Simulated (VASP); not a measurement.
# KTaO3 (Pm-3m) in VASP: a series of runs

The runs below take KTaO3 through single point, with PBE.

Program: VASP 6.6.1. These are calculated values, not measurements. Logs are shortened: lines on timing, memory, paths and dates and some standing lists are left out, and cuts for length are marked.

## (1) The cell of the first run

The structure is cubic, space group Pm-3m (No. 221). The conventional cell has a = 3.907 Å, b = 3.907 Å, c = 3.907 Å, α = 90.00°, β = 90.00°, γ = 90.00°. Within 3.6 Å of K (site symmetry m-3m) lie 12 O at 2.76 Å and 8 Ta at 3.38 Å. Within 2.6 Å of Ta (site symmetry m-3m) lie 6 O at 1.95 Å. Within 2.6 Å of O (site symmetry 4/mmm) lie 2 Ta at 1.95 Å.

## (2) Single point, PBE (volume scaled by 0.94)

INCAR reads:

```
PREC = Accurate ; ENCUT = 520
EDIFF = 1E-7 ; ISMEAR = -1
SIGMA = 0.01 ; LREAL = False
LASPH = True ; NELM = 80
ALGO = Normal ; ISIF = 2
LWAVE = False ; LCHARG = False
GGA = PE ; NBANDS = 27
```

KPOINTS reads:

```
Automatic mesh
0
Gamma
  5 5 5
```

POSCAR reads:

```
KTaO3
1.0
    3.9068832774      0.0000000000      0.0000000000
    0.0000000000      3.9068832774      0.0000000000
    0.0000000000      0.0000000000      3.9068832774
K Ta O
1 1 3
Direct
    0.5000000000      0.5000000000      0.5000000000
    0.0000000000      0.0000000000      0.0000000000
    0.5000000000      0.0000000000      0.0000000000
    0.0000000000      0.5000000000      0.0000000000
    0.0000000000      0.0000000000      0.5000000000
```

Potentials or basis: VASP PAW PBE potentials, release 64 (K_sv, Ta_pv, O).

Started as:

```bash
$ cat potpaw_PBE.64/K_sv/POTCAR potpaw_PBE.64/Ta_pv/POTCAR potpaw_PBE.64/O/POTCAR > POTCAR
$ mpirun -np 1 vasp_std > vasp.out
```

OUTCAR:

```text
PREC = Accurate
   ENCUT = 520
   EDIFF = 1E-7
   ISMEAR = -1
   LREAL = False
   LASPH = True
   NELM = 80
   ISIF = 2
   GGA = PE

 ion  position               nearest neighbor table
   1  0.500  0.500  0.500-   3 2.76   4 2.76   5 2.76   3 2.76   4 2.76   3 2.76   5 2.76   3 2.76
                             4 2.76   5 2.76   4 2.76   5 2.76   2 3.38   2 3.38   2 3.38   2 3.38
   2  0.000  0.000  0.000-   3 1.95   4 1.95   5 1.95   5 1.95   4 1.95   3 1.95   1 3.38   1 3.38
                             1 3.38   1 3.38   1 3.38   1 3.38   1 3.38   1 3.38
   3  0.500  0.000  0.000-   2 1.95   2 1.95   1 2.76   1 2.76   1 2.76   1 2.76
   4  0.000  0.500  0.000-   2 1.95   2 1.95   1 2.76   1 2.76   1 2.76   1 2.76
   5  0.000  0.000  0.500-   2 1.95   2 1.95   1 2.76   1 2.76   1 2.76   1 2.76

  LATTYP: Found a simple cubic cell.
 ALAT       =     3.9068832774

  Lattice vectors:

 A1 = (   3.9068832774,   0.0000000000,   0.0000000000)
 A2 = (   0.0000000000,   3.9068832774,   0.0000000000)
 A3 = (   0.0000000000,   0.0000000000,   3.9068832774)

Analysis of symmetry for initial positions (statically):
=====================================================================
 Subroutine PRICEL returns:
 Original cell was already a primitive cell.

 Routine SETGRP: Setting up the symmetry group for a
 simple cubic supercell.

 Subroutine GETGRP returns: Found 48 space group operations
 (whereof 48 operations were pure point group operations)
 out of a pool of 48 trial point group operations.

The static configuration has the point symmetry O_h .

Analysis of symmetry for dynamics (positions and initial velocities):
=====================================================================
 Subroutine PRICEL returns:
 Original cell was already a primitive cell.

 Routine SETGRP: Setting up the symmetry group for a
 simple cubic supercell.

 Subroutine GETGRP returns: Found 48 space group operations
 (whereof 48 operations were pure point group operations)
 out of a pool of 48 trial point group operations.

The dynamic configuration has the point symmetry O_h .

 Subroutine INISYM returns: Found 48 space group operations
 (whereof 48 operations are pure point group operations),
 and found     1 'primitive' translations

----------------------------------------------------------------------------------------

                                     Primitive cell

  volume of cell :      59.6336

  direct lattice vectors                    reciprocal lattice vectors
     3.906883277  0.000000000  0.000000000     0.255958504  0.000000000  0.000000000
     0.000000000  3.906883277  0.000000000     0.000000000  0.255958504  0.000000000
     0.000000000  0.000000000  3.906883277     0.000000000  0.000000000  0.255958504

  length of vectors
     3.906883277  3.906883277  3.906883277     0.255958504  0.255958504  0.255958504

  position of ions in fractional coordinates (direct lattice)
     0.500000000  0.500000000  0.500000000
     0.000000000  0.000000000  0.000000000
     0.500000000  0.000000000  0.000000000
     0.000000000  0.500000000  0.000000000
     0.000000000  0.000000000  0.500000000

  ion indices of the primitive-cell ions
   primitive index   ion index
                 1           1
                 2           2
                 3           3
                 4           4
                 5           5

----------------------------------------------------------------------------------------

 KPOINTS: Automatic mesh

Automatic generation of k-mesh.
 Grid dimensions read from file:
 generate k-points for:    5    5    5

 Generating k-lattice:

  Cartesian coordinates                     Fractional coordinates (reciprocal lattice)
     0.051191701  0.000000000  0.000000000     0.200000000  0.000000000  0.000000000
     0.000000000  0.051191701  0.000000000     0.000000000  0.200000000  0.000000000
     0.000000000  0.000000000  0.051191701     0.000000000  0.000000000  0.200000000

  Length of vectors
     0.051191701  0.051191701  0.051191701

  Shift w.r.t. Gamma in fractional coordinates (k-lattice)
     0.000000000  0.000000000  0.000000000

 Subroutine IBZKPT returns following result:
 ===========================================

 Found     10 irreducible k-points:

 Following reciprocal coordinates:
            Coordinates               Weight
  0.000000  0.000000  0.000000      1.000000
  0.200000  0.000000  0.000000      6.000000
  0.400000  0.000000  0.000000      6.000000
  0.200000  0.200000  0.000000     12.000000
  0.400000  0.200000  0.000000     24.000000
  0.400000  0.400000  0.000000     12.000000
  0.200000  0.200000  0.200000      8.000000
  0.400000  0.200000  0.200000     24.000000
  0.400000  0.400000  0.200000     24.000000
  0.400000  0.400000  0.400000      8.000000
   k-points           NKPTS =     10   k-points in BZ     NKDIM =     10   number of bands    NBANDS=     27
   number of dos      NEDOS =    301   number of ions     NIONS =      5
   total plane-waves  NPLWV =  27000
   dimension x,y,z NGX =    30 NGY =   30 NGZ =   30
   dimension x,y,z NGXF=    60 NGYF=   60 NGZF=   60
   ions per type =               1   1   3
   NGX,Y,Z   is equivalent  to a cutoff of  12.77, 12.77, 12.77 a.u.
   NGXF,Y,Z  is equivalent  to a cutoff of  25.53, 25.53, 25.53 a.u.
 SYSTEM =  unknown system
   PREC   = accura    normal or accurate (medium, high low for compatibility)
   ISTART =      0    job   : 0-new  1-cont  2-samecut
   ICHARG =      2    charge: 1-file 2-atom 10-const
   ISPIN  =      1    spin polarized calculation?
   LNONCOLLINEAR =      F non collinear calculations
   LSORBIT =      F    spin-orbit coupling
   LASPH  =      T    aspherical Exc in radial PAW
   ENCUT  =  520.0 eV  38.22 Ry    6.18 a.u.   7.26  7.26  7.26*2*pi/ulx,y,z
   NELM   =     80;   NELMIN=  2; NELMDL= -5     # of ELM steps
   EDIFF  = 0.1E-06   stopping-criterion for ELM
   LREAL  =      F    real-space projection
   EDIFFG = 0.1E-05   stopping-criterion for IOM
   NSW    =      0    number of steps for IOM
   IBRION =     -1    ionic relax: 0-MD 1-quasi-New 2-CG
   NFREE  =      0    steps in history (QN), initial steepest desc. (CG)
   ISIF   =      2    stress and relaxation
   ISYM   =      2    0-nonsym 1-usesym 2-fastsym
   POTIM  = 0.5000    time-step for ionic-motion
   TEBEG  =    0.0;   TEEND  =   0.0 temperature during run
   PSTRESS=    0.0 pullay stress
   NELECT =      38.0000    total number of electrons
   NUPDOWN=      -1.0000    fix difference up-down
   EMIN   =  10.00;   EMAX   =-10.00  energy-range for DOS
   EFERMI =   0.00;   METHOD = LEGACY
   ISMEAR =    -1;   SIGMA  =   0.01  broadening in eV -4-tet -1-fermi 0-gaus
   EFERMI_NEDOS =   21; number of points for ismear=-14 and -15
   IALGO  =     38    algorithm
   IMIX   =      4    mixing-type and parameters
     AMIX     =   0.40;   BMIX     =  1.00
     AMIX_MAG =   1.60;   BMIX_MAG =  1.00
  volume/ion in A,a.u.               =      11.93        80.49
  Fermi-wavevector in a.u.,A,eV,Ry     =   1.408766  2.662182 27.002425  1.984622
  Thomas-Fermi vector in A             =   2.530891
   LORBIT       =      0    0 simple, 1 ext, 2 COOP (PROOUT), +10 PAW based schemes
   GGA     = PE    functional components
[... 5 lines left out ...]
 non-spin polarized calculation
  energy-cutoff  :      520.00
  volume of cell :       59.63
 maximum number of plane-waves:      1611
 NGX is ok and might be reduce to    30
   NGX = 15   NGY = 15   NGZ = 15

 number of electron      38.0000009 magnetization

 Free energy of the ion-electron system (eV)
  ---------------------------------------------------
  ext. energy  EPLUGINS =         0.00000000
  ---------------------------------------------------
  free energy    TOTEN  =       -40.70379929 eV

  energy without entropy =      -40.70379929  energy(sigma->0) =      -40.70379929

 E-fermi :   2.4043     XC(G=0): -11.1998

 val. band max:        2.1168350985   @ k =   0.4000   0.4000   0.4000
 cond. band min:       4.5433879075   @ k =   0.0000   0.0000   0.0000
 fundamental gap:      2.4265528090
 Fermi energy:         2.4042878874

 k-point     1 :       0.0000    0.0000    0.0000
  band No.  band energies     occupation
      1     -31.6132      2.00000
      2     -31.6132      2.00000
      3     -31.6132      2.00000
      4     -25.0400      2.00000
      5     -15.5385      2.00000
      6     -14.8199      2.00000
[... 19 lines left out ...]
     26      10.2946      0.00000
     27      10.2946      0.00000

 k-point     2 :       0.2000    0.0000    0.0000
  band No.  band energies     occupation
      1     -31.6565      2.00000
      2     -31.6116      2.00000
      3     -31.6116      2.00000
      4     -25.0261      2.00000
      5     -15.4571      2.00000
      6     -14.8108      2.00000
[... 19 lines left out ...]
     26      10.8079      0.00000
     27      11.3951      0.00000

 k-point     3 :       0.4000    0.0000    0.0000
  band No.  band energies     occupation
      1     -31.7250      2.00000
      2     -31.6088      2.00000
      3     -31.6088      2.00000
      4     -25.0037      2.00000
      5     -15.4601      2.00000
      6     -14.7951      2.00000
[... 19 lines left out ...]
     26      11.7126      0.00000
     27      12.8679      0.00000

 k-point     4 :       0.2000    0.2000    0.0000
  band No.  band energies     occupation
      1     -31.6551      2.00000
      2     -31.6539      2.00000
      3     -31.6099      2.00000
      4     -25.0149      2.00000
      5     -15.3128      2.00000
      6     -14.6116      2.00000
[... 19 lines left out ...]
     26      11.3186      0.00000
     27      12.1185      0.00000
[... 96 lines left out ...]
      4     -24.9899      2.00000
      5     -14.9270      2.00000
      6     -14.4469      2.00000
[... 19 lines left out ...]
     26      12.4682      0.00000
     27      13.2312      0.00000

 k-point     9 :       0.4000    0.4000    0.2000
  band No.  band energies     occupation
      1     -31.7173      2.00000
      2     -31.7169      2.00000
      3     -31.6468      2.00000
      4     -24.9787      2.00000
      5     -14.6704      2.00000
      6     -13.8962      2.00000
[... 19 lines left out ...]
     26      13.1543      0.00000
     27      13.2865      0.00000

 k-point    10 :       0.4000    0.4000    0.4000
  band No.  band energies     occupation
      1     -31.7142      2.00000
      2     -31.7138      2.00000
      3     -31.7138      2.00000
      4     -24.9673      2.00000
      5     -13.9227      2.00000
      6     -13.7991      2.00000
[... 19 lines left out ...]
     26      13.9794      0.00000
     27      14.2430      0.00000

------------------------ aborting loop because EDIFF is reached ----------------------------------------

  FORCE on cell =-STRESS in cart. coord.  units (eV):
  Direction    XX          YY          ZZ          XY          YZ          ZX
  --------------------------------------------------------------------------------------
  -------------------------------------------------------------------------------------
  Total        7.9497629      7.9497629      7.9497629      0.0000000      0.0000000     -0.0000000
  in kB      213.5863285    213.5863285    213.5863285      0.0000000      0.0000000     -0.0000000
  external PRESSURE =     213.5863285 kB  Pullay stress =       0.0000000 kB

 VOLUME and BASIS-vectors are now :
 -----------------------------------------------------------------------------
  energy-cutoff  :      520.00
  volume of cell :       59.63
      direct lattice vectors                 reciprocal lattice vectors
     3.906883277  0.000000000  0.000000000     0.255958504  0.000000000  0.000000000
     0.000000000  3.906883277  0.000000000     0.000000000  0.255958504  0.000000000
     0.000000000  0.000000000  3.906883277     0.000000000  0.000000000  0.255958504

 POSITION                                       TOTAL-FORCE (eV/Angst)
 -----------------------------------------------------------------------------------
      1.95344      1.95344      1.95344         0.000000      0.000000      0.000000
      0.00000      0.00000      0.00000         0.000000      0.000000      0.000000
      1.95344      0.00000      0.00000         0.000000      0.000000      0.000000
      0.00000      1.95344      0.00000         0.000000      0.000000      0.000000
      0.00000      0.00000      1.95344         0.000000      0.000000      0.000000
 -----------------------------------------------------------------------------------
    total drift:                                0.000000     -0.000000      0.000000

  FREE ENERGIE OF THE ION-ELECTRON SYSTEM (eV)
  ---------------------------------------------------
  free  energy   TOTEN  =       -40.7037992883 eV

  energy  without entropy=      -40.7037992883  energy(sigma->0) =      -40.70379929
```

Wall time 27 s (1 thread of Intel Xeon Platinum 8259CL at 2.50GHz (Skylake/Cascade Lake), shared host); peak memory 0.17 GiB.

Results:

| Property | Result |
| --- | --- |
| Free energy | -40.7038 eV |
| Pressure | 21.4 GPa |
| Band gap on the k mesh | 2.43 eV, indirect (least direct gap 2.89 eV) |

Caveat: spin-orbit coupling is left out, which moves the levels of the heavy elements. A k mesh can miss the band edges.

## (3) Single point, PBE (volume scaled by 0.98)

INCAR reads:

```
SYSTEM = KTaO3
  ALGO = Normal
  EDIFF = 1E-6
  ENCUT = 520
  GGA = PE
  ISIF = 2
  ISMEAR = -1
  LASPH = .True.
  LCHARG = .False.
  LREAL = .False.
  LWAVE = .False.
  NBANDS = 27
  NELM = 100
  PREC = Accurate
  SIGMA = 0.01
```

KPOINTS reads:

```
k-points
0
Gamma
  5 5 5
  0 0 0
```

POSCAR, as its differences from that of step 2:

```diff
@@ -2,5 +2,5 @@
 1.0
-    3.9068832774      0.0000000000      0.0000000000
-    0.0000000000      3.9068832774      0.0000000000
-    0.0000000000      0.0000000000      3.9068832774
+    3.9615320794      0.0000000000      0.0000000000
+    0.0000000000      3.9615320794      0.0000000000
+    0.0000000000      0.0000000000      3.9615320794
 K Ta O
```

Potentials or basis: VASP PAW PBE potentials, release 64 (K_sv, Ta_pv, O).

Started as:

```bash
$ cat potpaw_PBE.64/K_sv/POTCAR potpaw_PBE.64/Ta_pv/POTCAR potpaw_PBE.64/O/POTCAR > POTCAR
$ mpirun -np 1 vasp_std > vasp.out
```

Run time: 22 s. Hardware: 1 thread of Intel Xeon Platinum 8259CL at 2.50GHz (Skylake/Cascade Lake), shared host; peak memory 0.17 GiB.

It converged, with:

```yaml
Free_energy: -40.9575 eV
Pressure: 10.7 GPa
Band_gap_on_the_k_mesh: 2.33 eV, indirect (least direct gap 2.83 eV)
```

Levels at points of the mesh, in eV from the valence-band top:
| k point | band 15 | band 16 | band 17 | band 18 | band 19 | band 20 | band 21 | band 22 | band 23 | band 24 |
| --- | --- | --- | --- | --- | --- | --- | --- | --- | --- | --- |
| (0.00, 0.00, 0.00) | -0.98 | -0.98 | -0.50 | -0.50 | -0.50 | 2.33 | 2.33 | 2.33 | 6.90 | 7.11 |

Caveat: spin-orbit coupling is left out, which moves the levels of the heavy elements. A k mesh can miss the band edges.

## (4) Single point, PBE (volume scaled by 1.01)

INCAR reads:

```
PREC = Accurate ; ENCUT = 520
EDIFF = 1E-6 ; ISMEAR = -1
SIGMA = 0.01 ; LREAL = False
LASPH = True ; NELM = 80
ALGO = Normal ; ISIF = 2
LWAVE = False ; LCHARG = True
GGA = PE ; LELF = True
LVHAR = True ; NBANDS = 27
```

KPOINTS reads:

```
regular mesh
0
Gamma
  5 5 5
```

POSCAR, as its differences from that of step 3:

```diff
@@ -2,5 +2,5 @@
 1.0
-    3.9615320794      0.0000000000      0.0000000000
-    0.0000000000      3.9615320794      0.0000000000
-    0.0000000000      0.0000000000      3.9615320794
+    4.0015502635      0.0000000000      0.0000000000
+    0.0000000000      4.0015502635      0.0000000000
+    0.0000000000      0.0000000000      4.0015502635
 K Ta O
```

Started as:

```bash
$ cat potpaw_PBE.64/K_sv/POTCAR potpaw_PBE.64/Ta_pv/POTCAR potpaw_PBE.64/O/POTCAR > POTCAR
$ mpirun -np 1 vasp_std > vasp.out
```

Run time: 25 s. Hardware: 1 thread of Intel Xeon Platinum 8259CL at 2.50GHz (Skylake/Cascade Lake), shared host; peak memory 0.17 GiB.

It converged, with:

| Quantity | Value |
| --- | --- |
| Free energy | -41.0456 eV |
| Pressure | 4.0 GPa |
| Band gap on the k mesh | 2.26 eV, indirect (least direct gap 2.77 eV) |

Levels at points of the mesh, in eV from the valence-band top:
```csv
k point,band 16,band 17,band 18,band 19,band 20,band 21,band 22,band 23
"(0.00, 0.00, 0.00)",-0.93,-0.52,-0.52,-0.52,2.26,2.26,2.26,6.66
```

Caveat: spin-orbit coupling is left out, which moves the levels of the heavy elements.

## (5) Single point, PBE (volume scaled by 1.04)

INCAR reads:

```
SYSTEM = KTaO3
PREC = Accurate ; ENCUT = 520
EDIFF = 1E-6 ; ISMEAR = -1
SIGMA = 0.01 ; LREAL = .False.
LASPH = .True. ; NELM = 60
ALGO = Normal ; ISIF = 2
LWAVE = .False. ; LCHARG = .True.
GGA = PE ; LELF = .True.
LVHAR = .True. ; NBANDS = 27
```

KPOINTS reads:

```
regular mesh
0
Gamma
  5 5 5
  0 0 0
```

POSCAR, as its differences from that of step 4:

```diff
@@ -2,5 +2,5 @@
 1.0
-    4.0015502635      0.0000000000      0.0000000000
-    0.0000000000      4.0015502635      0.0000000000
-    0.0000000000      0.0000000000      4.0015502635
+    4.0407836503      0.0000000000      0.0000000000
+    0.0000000000      4.0407836503      0.0000000000
+    0.0000000000      0.0000000000      4.0407836503
 K Ta O
```

Started as:

```bash
$ cat potpaw_PBE.64/K_sv/POTCAR potpaw_PBE.64/Ta_pv/POTCAR potpaw_PBE.64/O/POTCAR > POTCAR
$ mpirun -np 1 vasp_std > vasp.out
```

It took 25 s on 1 thread of Intel Xeon Platinum 8259CL at 2.50GHz (Skylake/Cascade Lake), shared host; peak memory 0.17 GiB.

The run converged. Its results:

* Free energy: -41.0607 eV
* Pressure: -1.7 GPa
* Band gap on the k mesh: 2.19 eV, indirect (least direct gap 2.72 eV)

Levels at points of the mesh, in eV from the valence-band top:
| k point | band 17 | band 18 | band 19 | band 20 | band 21 | band 22 |
| --- | --- | --- | --- | --- | --- | --- |
| (0.00, 0.00, 0.00) | -0.53 | -0.53 | -0.53 | 2.19 | 2.19 | 2.19 |

Caveat: spin-orbit coupling is left out, which moves the levels of the heavy elements.

## (6) The runs side by side

| cell | gap on the mesh (eV) | pressure (GPa) |
| --- | --- | --- |
| a = 3.907 Å, 5 atoms | 2.43 | 21.4 |
| a = 3.962 Å, 5 atoms | 2.33 | 10.7 |
| a = 4.002 Å, 5 atoms | 2.26 | 4.0 |
| a = 4.041 Å, 5 atoms | 2.19 | -1.7 |

Alike in all rows: task single point; level PBE; potentials or basis VASP PAW PBE potentials, release 64 (K_sv, Ta_pv, O); no spin polarisation; k mesh 5 × 5 × 5; cutoff (eV) 520; smearing fermi-dirac 0.01 eV.

Caveats: spin-orbit coupling is left out, which moves the levels of the heavy elements.

Absolute energies hang on the potentials; compare differences alone.
